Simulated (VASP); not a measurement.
Ge, 2 atoms in the cell. Symmetry: Fd-3m, No. 227, cubic system. Conventional cell: a = 5.473 Å, b = 5.473 Å, c = 5.473 Å, α = 90.00°, β = 90.00°, γ = 90.00°. Ge (site symmetry -43m) has 4 Ge at 2.37 Å within 3.1 Å. 

- Program: VASP 6.6.1
- Task: single point
- Functional: r2SCAN
- Potentials or basis: VASP PAW PBE potentials, release 64 (Ge_d)
- Cutoff: 520 eV
- k mesh: 8 × 8 × 8
- Occupations: fermi-dirac, width 0.05 eV
- Spin: no spin polarisation
- Dipole correction: no
- Further INCAR settings: ALGO = Normal; EDIFF = 1e-06; NBANDS = 21

Potentials or basis: VASP PAW PBE potentials, release 64 (Ge_d).

Run with:

```bash
$ cat potpaw_PBE.64/Ge_d/POTCAR > POTCAR
$ cp INCAR.step1 INCAR
$ mpirun -np 1 vasp_std > vasp.out
$ cp INCAR.step2 INCAR
$ mpirun -np 1 vasp_std > vasp.out
```

Hardware: 1 thread of Intel(R) Xeon(R) Platinum 8488C (Sapphire Rapids), on a shared host.

Question: Estimate the wall time of this run.

Answer: Wall time 82 s on 1 thread of Intel(R) Xeon(R) Platinum 8488C (Sapphire Rapids), with other jobs on the host, peak memory 0.17 GiB. Counts: k points 29.
